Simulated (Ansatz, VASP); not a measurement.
## Co in VASP and in Ansatz

```
Co
1.0
     2.50307    0.00000    0.00000
    -1.25154    2.16772    0.00000
     0.00000    0.00000    8.19467
Co
4
Direct
  0.66667 0.33333 0.75000
  0.00000 0.00000 0.50000
  0.33333 0.66667 0.25000
  0.00000 0.00000 0.00000
```

Change from the starting cell: volume scaled by 1.04.

Alike in both runs: task single point; functional LDA; k mesh 12 × 12 × 4; occupations fermi-dirac, width 0.05 eV; collinear spin.

```csv
,VASP,Ansatz
version,VASP 6.6.1,Ansatz 0.2.0
potentials or method,"VASP PAW LDA potentials, release 64 (Co), cutoff 520 eV","all-electron LAPW, scalar-relativistic"
```

Ansatz gave:

* gap on the k mesh at the Fermi level (eV): none
* pressure (GPa): -21.4
* traceless stress, the component that is largest in VASP (GPa): -2.37
* net moment per atom (μB): 1.64
* size of the moment on the site where the two differ most (μB): 1.67

Task: Which values does VASP return?

Result: gap on the k mesh at the Fermi level (eV): none; pressure (GPa): -22.2; traceless stress, the component that is largest in VASP (GPa): -2.16; net moment per atom (μB): 1.60; size of the moment on the site where the two differ most (μB): 1.59.

LDA's correlation is that of Perdew and Zunger in VASP and of Perdew and Wang (1992) in Ansatz. Site moments also hang on the region over which each program counts them. A gap of «none» marks a metal or a gap that the smearing closes. Ansatz ran all-electron here, and VASP with PAW potentials.
